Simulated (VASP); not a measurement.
CaO: single point with LDA

CaO:

```xyz
2
Lattice="0.0000 2.3568 2.3568 2.3568 0.0000 2.3568 2.3568 2.3568 0.0000" Properties=species:S:1:pos:R:3 pbc="T T T"
Ca    0.0000    0.0000    0.0000
O     2.3568    2.3568    2.3568
```

```json
{
  "Program": "VASP 6.6.1",
  "Task": "single point",
  "Functional": "LDA",
  "Potentials or basis": "VASP PAW LDA potentials, release 64 (Ca_sv, O)",
  "Cutoff": "520 eV",
  "k mesh": "8 × 8 × 8",
  "Occupations": "gaussian, width 0.1 eV",
  "Spin": "no spin polarisation"
}
```

| Item | Value |
| --- | --- |
| Pressure | 0.5 GPa |
| Band gap on the k mesh | 3.42 eV, indirect (least direct gap 3.78 eV) |

Levels at points of the mesh, in eV from the valence-band top:
| k point | band 5 | band 6 | band 7 | band 8 | band 9 | band 10 | band 11 | band 12 |
| --- | --- | --- | --- | --- | --- | --- | --- | --- |
| (0.00, 0.00, 0.00) | -15.32 | 0.00 | 0.00 | 0.00 | 5.05 | 6.24 | 6.24 | 6.24 |
| (0.50, 0.00, 0.00) | -13.80 | -2.85 | -1.36 | -1.36 | 7.23 | 8.62 | 8.62 | 8.76 |
| (0.50, 0.50, 0.00) | -15.08 | -1.27 | -0.36 | -0.36 | 3.42 | 8.46 | 9.21 | 9.93 |

Wall time 29 s on 1 thread of AMD EPYC 7R43 64-Core Processor (Zen 3) (shared host), peak memory 0.11 GiB.

A k mesh can miss the band edges.
